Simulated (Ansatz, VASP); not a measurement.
# One calculation of SnO2, two programs

```
Sn O
1.0
     4.71982    0.00000    0.00000
     0.00000    4.72046    0.00000
     0.00000    0.00000    3.18880
Sn O
2 4
Cartesian
  2.3599 2.3602 1.5944
  0.0000 0.0000 0.0000
  1.4443 1.4451 0.0000
  3.8043 0.9151 1.5944
  0.9156 3.8053 1.5944
  3.2755 3.2754 0.0000
```

Alike in both runs: functional LDA; k mesh 8 × 8 × 12; occupations gaussian, width 0.02 eV; no spin polarisation.

Ansatz relaxed the structure, and its values are those at the end. VASP's run is a single point on that final structure, the one shown.

|  | VASP | Ansatz |
| --- | --- | --- |
| version | VASP 6.6.1 | Ansatz 0.2.0 |
| potentials or method | VASP PAW LDA potentials, release 64 (Sn_d, O), cutoff 520 eV | scalar-relativistic, plane waves, PAW |
| valence electrons in the cell | 52 | 52 |

Ansatz gave:

* gap on the k mesh at the Fermi level (eV): 1.18
* least direct gap on the mesh (eV): 1.18
* pressure (GPa): 0.0
* rms of the force components (eV/Å): 0.000

Question: What did VASP give for the same quantities?

Answer: gap on the k mesh at the Fermi level (eV): 1.21; least direct gap on the mesh (eV): 1.21; pressure (GPa): 1.4; rms of the force components (eV/Å): 0.013.

Ansatz warns that its potentials were made for another functional, while VASP's fit it. LDA's correlation is that of Perdew and Zunger in VASP and of Perdew and Wang (1992) in Ansatz.
